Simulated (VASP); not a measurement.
# As (Fm-3m) in VASP: notebook

Runs on As. Level: revPBE. Tasks: single point, relaxation of cell and atoms.

All numbers are computed with VASP 6.6.1; they aren't measurements. Logs are shortened: lines on timing, memory, paths and dates and some standing lists are left out, and cuts for length are marked.

**1. The cell of the first run**

Symmetry: Fm-3m, No. 225, cubic system. Conventional cell: a = 4.282 Å, b = 4.282 Å, c = 4.282 Å, α = 90.00°, β = 90.00°, γ = 90.00°. As (site symmetry m-3m) has 12 As at 3.03 Å within 4.0 Å.

This isn't the form of As at room conditions, which is rhombohedral.

**2. Single point, revPBE**

Input file INCAR:

```
  PREC = Accurate
  ENCUT = 500
  EDIFF = 1E-6
  ISMEAR = -1
  SIGMA = 0.1
  LREAL = F
  LASPH = T
  NELM = 120
  ALGO = Normal
  ISIF = 2
  LWAVE = F
  LCHARG = T
  GGA = RE
  LELF = T
  LVHAR = T
  NBANDS = 8
  GGA_COMPAT = F
```

Input file KPOINTS:

```
regular mesh
0
Gamma
  13 13 13
```

Input file POSCAR:

```
As
1.0
    0.0000000000      2.1410747292      2.1410747292
    2.1410747292      0.0000000000      2.1410747292
    2.1410747292      2.1410747292      0.0000000000
As
1
Direct
    0.0000000000      0.0000000000      0.0000000000
```

Potentials or basis: VASP PAW PBE potentials, release 64 (As).

Command:

```sh
cat potpaw_PBE.64/As/POTCAR > POTCAR
mpirun -np 1 vasp_std > vasp.out
```

OUTCAR:

```text
PREC = Accurate
   ENCUT = 500
   EDIFF = 1E-6
   ISMEAR = -1
   LREAL = F
   LASPH = T
   NELM = 120
   ISIF = 2
   GGA = RE

 ion  position               nearest neighbor table
   1  0.000  0.000  0.000-

  LATTYP: Found a face centered cubic cell.
 ALAT       =     4.2821494584

  Lattice vectors:

 A1 = (   0.0000000000,   2.1410747292,   2.1410747292)
 A2 = (   2.1410747292,   0.0000000000,   2.1410747292)
 A3 = (   2.1410747292,   2.1410747292,   0.0000000000)

Analysis of symmetry for initial positions (statically):
=====================================================================
 Subroutine PRICEL returns:
 Original cell was already a primitive cell.

 Routine SETGRP: Setting up the symmetry group for a
 face centered cubic supercell.

 Subroutine GETGRP returns: Found 48 space group operations
 (whereof 48 operations were pure point group operations)
 out of a pool of 48 trial point group operations.

The static configuration has the point symmetry O_h .

Analysis of symmetry for dynamics (positions and initial velocities):
=====================================================================
 Subroutine PRICEL returns:
 Original cell was already a primitive cell.

 Routine SETGRP: Setting up the symmetry group for a
 face centered cubic supercell.

 Subroutine GETGRP returns: Found 48 space group operations
 (whereof 48 operations were pure point group operations)
 out of a pool of 48 trial point group operations.

The dynamic configuration has the point symmetry O_h .

 Subroutine INISYM returns: Found 48 space group operations
 (whereof 48 operations are pure point group operations),
 and found     1 'primitive' translations

----------------------------------------------------------------------------------------

                                     Primitive cell

  volume of cell :      19.6302

  direct lattice vectors                    reciprocal lattice vectors
     0.000000000  2.141074729  2.141074729    -0.233527580  0.233527580  0.233527580
     2.141074729  0.000000000  2.141074729     0.233527580 -0.233527580  0.233527580
     2.141074729  2.141074729  0.000000000     0.233527580  0.233527580 -0.233527580

  length of vectors
     3.027936920  3.027936920  3.027936920     0.404481633  0.404481633  0.404481633

  position of ions in fractional coordinates (direct lattice)
     0.000000000  0.000000000  0.000000000

  ion indices of the primitive-cell ions
   primitive index   ion index
                 1           1

----------------------------------------------------------------------------------------

 KPOINTS: regular mesh

Automatic generation of k-mesh.
 Grid dimensions read from file:
 generate k-points for:   13   13   13

 Generating k-lattice:

  Cartesian coordinates                     Fractional coordinates (reciprocal lattice)
    -0.017963660  0.017963660  0.017963660     0.076923077  0.000000000  0.000000000
     0.017963660 -0.017963660  0.017963660     0.000000000  0.076923077  0.000000000
     0.017963660  0.017963660 -0.017963660     0.000000000  0.000000000  0.076923077

  Length of vectors
     0.031113972  0.031113972  0.031113972

  Shift w.r.t. Gamma in fractional coordinates (k-lattice)
     0.000000000  0.000000000  0.000000000

 Subroutine IBZKPT returns following result:
 ===========================================

 Found     84 irreducible k-points:

 Following reciprocal coordinates:
            Coordinates               Weight
  0.000000  0.000000  0.000000      1.000000
  0.076923  0.000000  0.000000      8.000000
  0.153846  0.000000  0.000000      8.000000
  0.230769  0.000000  0.000000      8.000000
  0.307692  0.000000  0.000000      8.000000
  0.384615  0.000000  0.000000      8.000000
[... 16 lines left out ...]
  0.384615  0.153846  0.000000     24.000000
  0.461538  0.153846  0.000000     24.000000
 [... further k-points ...]
   k-points           NKPTS =     84   k-points in BZ     NKDIM =     84   number of bands    NBANDS=      8
   number of dos      NEDOS =    301   number of ions     NIONS =      1
   total plane-waves  NPLWV =  13824
   dimension x,y,z NGX =    24 NGY =   24 NGZ =   24
   dimension x,y,z NGXF=    48 NGYF=   48 NGZF=   48
   ions per type =               1
   NGX,Y,Z   is equivalent  to a cutoff of  13.18, 13.18, 13.18 a.u.
   NGXF,Y,Z  is equivalent  to a cutoff of  26.35, 26.35, 26.35 a.u.
 SYSTEM =  unknown system
   PREC   = accura    normal or accurate (medium, high low for compatibility)
   ISTART =      0    job   : 0-new  1-cont  2-samecut
   ICHARG =      2    charge: 1-file 2-atom 10-const
   ISPIN  =      1    spin polarized calculation?
   LNONCOLLINEAR =      F non collinear calculations
   LSORBIT =      F    spin-orbit coupling
   LASPH  =      T    aspherical Exc in radial PAW
   ENCUT  =  500.0 eV  36.75 Ry    6.06 a.u.   5.52  5.52  5.52*2*pi/ulx,y,z
   NELM   =    120;   NELMIN=  2; NELMDL= -5     # of ELM steps
   EDIFF  = 0.1E-05   stopping-criterion for ELM
   LREAL  =      F    real-space projection
   EDIFFG = 0.1E-04   stopping-criterion for IOM
   NSW    =      0    number of steps for IOM
   IBRION =     -1    ionic relax: 0-MD 1-quasi-New 2-CG
   NFREE  =      0    steps in history (QN), initial steepest desc. (CG)
   ISIF   =      2    stress and relaxation
   ISYM   =      2    0-nonsym 1-usesym 2-fastsym
   POTIM  = 0.5000    time-step for ionic-motion
   TEBEG  =    0.0;   TEEND  =   0.0 temperature during run
   PSTRESS=    0.0 pullay stress
   NELECT =       5.0000    total number of electrons
   NUPDOWN=      -1.0000    fix difference up-down
   EMIN   =  10.00;   EMAX   =-10.00  energy-range for DOS
   EFERMI =   0.00;   METHOD = LEGACY
   ISMEAR =    -1;   SIGMA  =   0.10  broadening in eV -4-tet -1-fermi 0-gaus
   EFERMI_NEDOS =   21; number of points for ismear=-14 and -15
   IALGO  =     38    algorithm
   IMIX   =      4    mixing-type and parameters
     AMIX     =   0.40;   BMIX     =  1.00
     AMIX_MAG =   1.60;   BMIX_MAG =  1.00
  volume/ion in A,a.u.               =      19.63       132.47
  Fermi-wavevector in a.u.,A,eV,Ry     =   1.037743  1.961049 14.652248  1.076910
  Thomas-Fermi vector in A             =   2.172195
   LORBIT       =      0    0 simple, 1 ext, 2 COOP (PROOUT), +10 PAW based schemes
   GGA     = RE    functional components
   LHFCALC =     F    Hartree Fock is set to
   AEXX    =    0.0000 exact exchange contribution
   IVDW    =     0    specifies the selected vdW correction
   LEPSILON=     F    determine dielectric tensor
   LRPA    =     F    only Hartree local field effects (RPA)
 non-spin polarized calculation
  energy-cutoff  :      500.00
  volume of cell :       19.63
 maximum number of plane-waves:       531
 NGX is ok and might be reduce to    24
   NGX = 11   NGY = 11   NGZ = 11

 number of electron       5.0000001 magnetization

 Free energy of the ion-electron system (eV)
  ---------------------------------------------------
  ext. energy  EPLUGINS =         0.00000000
  ---------------------------------------------------
  free energy    TOTEN  =        -3.79729084 eV

  energy without entropy =       -3.77567344  energy(sigma->0) =       -3.78648214

 E-fermi :   6.2558     XC(G=0): -10.6208

 val. band max:        6.2163976047   @ k =   0.4615   0.2308   0.0000
 cond. band min:       6.3241454919   @ k =  -0.3846   0.4615   0.0769
 fundamental gap:      0.1077478871
 Fermi energy:         6.2557951612

 k-point     1 :       0.0000    0.0000    0.0000
  band No.  band energies     occupation
      1      -8.5982      2.00000
      2      11.8221      0.00000
      3      11.8221      0.00000
      4      11.8221      0.00000
      5      18.4847      0.00000
      6      18.4847      0.00000
      7      18.4847      0.00000
      8      19.9007      0.00000

 k-point     2 :       0.0769    0.0000    0.0000
  band No.  band energies     occupation
      1      -8.4631      2.00000
      2      10.7383      0.00000
      3      11.6738      0.00000
      4      11.6738      0.00000
      5      17.9008      0.00000
      6      18.7703      0.00000
      7      18.7703      0.00000
      8      20.5156      0.00000

 k-point     3 :       0.1538    0.0000    0.0000
  band No.  band energies     occupation
      1      -8.0601      2.00000
      2       8.4479      0.00000
      3      11.3181      0.00000
      4      11.3181      0.00000
      5      17.1058      0.00000
      6      19.3240      0.00000
      7      19.3240      0.00000
      8      21.8178      0.00000

 k-point     4 :       0.2308    0.0000    0.0000
  band No.  band energies     occupation
      1      -7.3985      2.00000
      2       5.9210      1.93208
      3      10.9114      0.00000
      4      10.9114      0.00000
      5      16.5062      0.00000
      6      19.1944      0.00000
      7      19.1944      0.00000
      8      22.0890      0.00000

 k-point     5 :       0.3077    0.0000    0.0000
  band No.  band energies     occupation
      1      -6.5034      2.00000
      2       3.5144      2.00000
      3      10.5595      0.00000
      4      10.5595      0.00000
      5      16.1140      0.00000
      6      18.4685      0.00000
      7      18.4685      0.00000
      8      21.1049      0.00000

 k-point     6 :       0.3846    0.0000    0.0000
  band No.  band energies     occupation
      1      -5.4508      2.00000
      2       1.4182      2.00000
      3      10.3116      0.00000
      4      10.3116      0.00000
      5      15.8969      0.00000
      6      17.8361      0.00000
      7      17.8361      0.00000
      8      20.2948      0.00000

 k-point     7 :       0.4615    0.0000    0.0000
  band No.  band energies     occupation
      1      -4.5273      2.00000
      2      -0.0357      2.00000
      3      10.1855      0.00000
      4      10.1855      0.00000
      5      15.8080      0.00000
      6      17.4950      0.00000
      7      17.4950      0.00000
      8      19.8581      0.00000

 k-point     8 :       0.0769    0.0769    0.0000
  band No.  band energies     occupation
      1      -8.4180      2.00000
      2      11.1179      0.00000
      3      11.2539      0.00000
      4      11.2539      0.00000
      5      17.2266      0.00000
      6      19.2870      0.00000
      7      19.2870      0.00000
      8      20.4361      0.00000

 k-point     9 :       0.1538    0.0769    0.0000
  band No.  band energies     occupation
      1      -8.1041      2.00000
      2       9.2449      0.00000
      3      10.7290      0.00000
      4      11.1936      0.00000
      5      16.7606      0.00000
      6      19.4567      0.00000
      7      19.9926      0.00000
      8      20.0791      0.00000

 k-point    10 :       0.2308    0.0769    0.0000
  band No.  band energies     occupation
      1      -7.5280      2.00000
      2       6.8096      0.00783
      3      10.2546      0.00000
      4      10.8315      0.00000
      5      16.6423      0.00000
      6      18.8131      0.00000
      7      19.9772      0.00000
      8      20.3483      0.00000
[... 78 lines left out ...]
 k-point    18 :      -0.1538    0.0769    0.0000
  band No.  band energies     occupation
      1      -7.7488      2.00000
      2       7.6164      0.00000
      3       9.8299      0.00000
      4      11.6030      0.00000
      5      17.3802      0.00000
      6      19.2026      0.00000
      7      19.4248      0.00000
      8      21.0409      0.00000

 k-point    19 :      -0.0769    0.0769    0.0000
  band No.  band energies     occupation
      1      -8.2386      2.00000
      2       9.7533      0.00000
      3      10.6137      0.00000
      4      11.8059      0.00000
      5      17.6408      0.00000
      6      18.8318      0.00000
      7      19.1954      0.00000
      8      21.1817      0.00000

 k-point    20 :       0.1538    0.1538    0.0000
  band No.  band energies     occupation
      1      -7.8799      2.00000
      2       9.5048      0.00000
      3      10.0760      0.00000
      4      10.0760      0.00000
      5      15.5383      0.00000
      6      18.2296      0.00000
      7      21.1341      0.00000
      8      21.1341      0.00000

 k-point    21 :       0.2308    0.1538    0.0000
  band No.  band energies     occupation
      1      -7.3920      2.00000
      2       7.6309      0.00000
      3       9.5160      0.00000
      4       9.7865      0.00000
      5      15.2958      0.00000
      6      17.0576      0.00000
      7      21.3638      0.00000
      8      21.8827      0.00000

 k-point    22 :       0.3077    0.1538    0.0000
  band No.  band energies     occupation
      1      -6.6542      2.00000
      2       5.3387      1.99979
      3       9.1284      0.00000
      4       9.1913      0.00000
      5      15.1663      0.00000
      6      17.2073      0.00000
      7      21.1350      0.00000
      8      21.5268      0.00000

 k-point    23 :       0.3846    0.1538    0.0000
  band No.  band energies     occupation
      1      -5.7043      2.00000
      2       3.1310      2.00000
      3       8.4766      0.00000
      4       8.9490      0.00000
      5      14.7602      0.00000
      6      18.2388      0.00000
      7      20.6669      0.00000
      8      21.3274      0.00000

 k-point    24 :       0.4615    0.1538    0.0000
  band No.  band energies     occupation
      1      -4.6620      2.00000
      2       1.2667      2.00000
      3       7.8229      0.00000
      4       8.9898      0.00000
      5      14.6067      0.00000
      6      18.7416      0.00000
      7      19.8708      0.00000
      8      22.5936      0.00000

 [... further k-points ...]

------------------------ aborting loop because EDIFF is reached ----------------------------------------

  FORCE on cell =-STRESS in cart. coord.  units (eV):
  Direction    XX          YY          ZZ          XY          YZ          ZX
  --------------------------------------------------------------------------------------
  -------------------------------------------------------------------------------------
  Total       -0.0012068     -0.0012068     -0.0012068     -0.0000000      0.0000000      0.0000000
  in kB       -0.0984946     -0.0984946     -0.0984946     -0.0000000      0.0000000      0.0000000
  external PRESSURE =      -0.0984946 kB  Pullay stress =       0.0000000 kB

 VOLUME and BASIS-vectors are now :
 -----------------------------------------------------------------------------
  energy-cutoff  :      500.00
  volume of cell :       19.63
      direct lattice vectors                 reciprocal lattice vectors
     0.000000000  2.141074729  2.141074729    -0.233527580  0.233527580  0.233527580
     2.141074729  0.000000000  2.141074729     0.233527580 -0.233527580  0.233527580
     2.141074729  2.141074729  0.000000000     0.233527580  0.233527580 -0.233527580

 POSITION                                       TOTAL-FORCE (eV/Angst)
 -----------------------------------------------------------------------------------
      0.00000      0.00000      0.00000         0.000000      0.000000      0.000000
 -----------------------------------------------------------------------------------
    total drift:                               -0.000000     -0.000000     -0.000000

  FREE ENERGIE OF THE ION-ELECTRON SYSTEM (eV)
  ---------------------------------------------------
  free  energy   TOTEN  =        -3.7972908368 eV

  energy  without entropy=       -3.7756734358  energy(sigma->0) =       -3.78648214
```

Run time: 5 s. Hardware: 1 thread of AMD EPYC 9R45 (Zen 5), shared host; peak memory 0.11 GiB.

Results:

- Free energy: -3.7973 eV
- Pressure: 0.0 GPa
- Band gap on the k mesh: zero (an odd number of electrons rules out a gap without spin polarisation)

Caveat: the PAW data sets were made with another functional, which shifts forces and pressure a little.

**3. Relaxation of cell and atoms, revPBE**

This run uses another cell than the first one, of 18.30 Å³/atom.

Input file INCAR:

```
  PREC = Accurate
  ENCUT = 500
  EDIFF = 1E-7
  ISMEAR = -1
  SIGMA = 0.1
  LREAL = F
  LASPH = T
  NELM = 120
  ALGO = Normal
  ISIF = 3
  LWAVE = F
  LCHARG = F
  GGA = RE
  IBRION = 2
  NSW = 80
  EDIFFG = -0.01
  GGA_COMPAT = F
  NELMIN = 4
```

KPOINTS is that of step 2.

Input file POSCAR:

```
As
1.0
    0.0000000000      2.0916114635      2.0916114635
    2.0916114635      0.0000000000      2.0916114635
    2.0916114635      2.0916114635      0.0000000000
As
1
Direct
    0.0000000000      0.0000000000      0.0000000000
```

Potentials or basis: VASP PAW PBE potentials, release 64 (As).

Command:

```sh
cat potpaw_PBE.64/As/POTCAR > POTCAR
mpirun -np 1 vasp_std > vasp.out
```

Wall time 9.5 s (1 thread of AMD EPYC 9R45 (Zen 5), shared host); peak memory 0.11 GiB.

Results (log left out):

- Free energy: -3.7972 eV
- Relaxed volume: 19.63 Å³/atom
- Relaxed cell: a = 3.028 Å, b = 3.028 Å, c = 3.028 Å, α = 60.00°, β = 60.00°, γ = 60.00°
- Space group after relaxing (to 0.1 Å): Fm-3m (No. 225)
- Energy gained by relaxing: 24.0 meV/atom
- Ionic steps: 3
- Pressure after relaxing: 0.0 GPa
- Band gap on the k mesh: zero (an odd number of electrons rules out a gap without spin polarisation)

Step by step:
```tsv
step	energy change (eV)	largest force (eV/Å)	pressure (GPa)	volume (Å³)
1	0.0000	0.0000	6.16	18.30
2	-0.0199	0.0000	-2.14	20.23
3	-0.0240	0.0000	0.01	19.63
```

Final structure:
```xyz
1
Lattice="0.0000 2.1409 2.1409 2.1409 0.0000 2.1409 2.1409 2.1409 0.0000" Properties=species:S:1:pos:R:3 pbc="T T T"
As    0.0000    0.0000    0.0000
```

Levels at points of the mesh, in eV from the Fermi level:
| k point | band 1 | band 2 | band 3 | band 4 | band 5 | band 6 |
| --- | --- | --- | --- | --- | --- | --- |
| (0.00, 0.00, 0.00) | -14.86 | 5.57 | 5.57 | 5.57 | 12.23 | 12.23 |

Caveat: the PAW data sets were made with another functional, which shifts forces and pressure a little.
